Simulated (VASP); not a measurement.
C18O (a cell with a defect), 19 atoms in the cell. The cell holds a defect, 19 atoms: a = 5.056 Å, b = 5.056 Å, c = 6.613 Å, α = 102.63°, β = 102.63°, γ = 93.98°. 

| Property | Result |
| --- | --- |
| Program | VASP 6.6.1 |
| Task | single point |
| Functional | PBE |
| Dispersion | D3(BJ) |
| Potentials or basis | VASP PAW PBE potentials, release 64 (C, O) |
| Cutoff | 520 eV |
| k mesh | 4 × 4 × 4, shifted |
| Occupations | gaussian, width 0.01 eV |
| Spin | no spin polarisation |
| Dipole correction | no |
| Further INCAR settings | LREAL = Auto; ALGO = Normal; EDIFF = 1e-06; NBANDS = 54 |

Potentials or basis: VASP PAW PBE potentials, release 64 (C, O).

Launch:

```sh
$ cat potpaw_PBE.64/C/POTCAR potpaw_PBE.64/O/POTCAR > POTCAR
$ mpirun -np 1 vasp_std > vasp.out
```

Hardware: 1 thread of Intel Xeon 8259CL (shared host).

Task: How long does it take, and how much memory?

Result: Run time: 15 min on 1 thread of Intel Xeon 8259CL, on a shared host, peak memory 0.36 GiB. Counts: scf iterations 15, k points 32.
